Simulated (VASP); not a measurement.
ZnS (Wurtzite-2H), 4 atoms in the cell. Symmetry: P6_3mc, No. 186, hexagonal system. Conventional cell: a = 3.728 Å, b = 3.728 Å, c = 6.117 Å, α = 90.00°, β = 90.00°, γ = 120.00°. Zn (site symmetry 3m) has 4 S at 2.29 Å within 3.0 Å. Within 3.0 Å of S (site symmetry 3m) lie 4 Zn at 2.29 Å.  This cell differs from its parent crystal: volume changed by -6%.

```yaml
Program: VASP 6.6.1
Task: single point
Functional: r2SCAN
Potentials_or_basis: VASP PAW PBE potentials, release 64 (Zn, S)
Cutoff: 550 eV
k_mesh: 6 × 6 × 4
Occupations: gaussian, width 0.01 eV
Spin: no spin polarisation
Dipole_correction: no
Further_INCAR_settings: ALGO = Normal; EDIFF = 1e-06; NBANDS = 26
```

Potentials or basis: VASP PAW PBE potentials, release 64 (Zn, S).

Launch:

```bash
$ cat potpaw_PBE.64/Zn/POTCAR potpaw_PBE.64/S/POTCAR > POTCAR
$ cp INCAR.step1 INCAR
$ mpirun -np 1 vasp_std > vasp.out
$ cp INCAR.step2 INCAR
$ mpirun -np 1 vasp_std > vasp.out
```

Hardware: 1 thread of Intel(R) Xeon(R) Platinum 8488C (Sapphire Rapids), with other jobs on the host.

Q: How long does it take, and how much memory?

A: Run time: 2 min on 1 thread of Intel(R) Xeon(R) Platinum 8488C (Sapphire Rapids) (shared host), peak memory 0.22 GiB. Counts: k points 21.
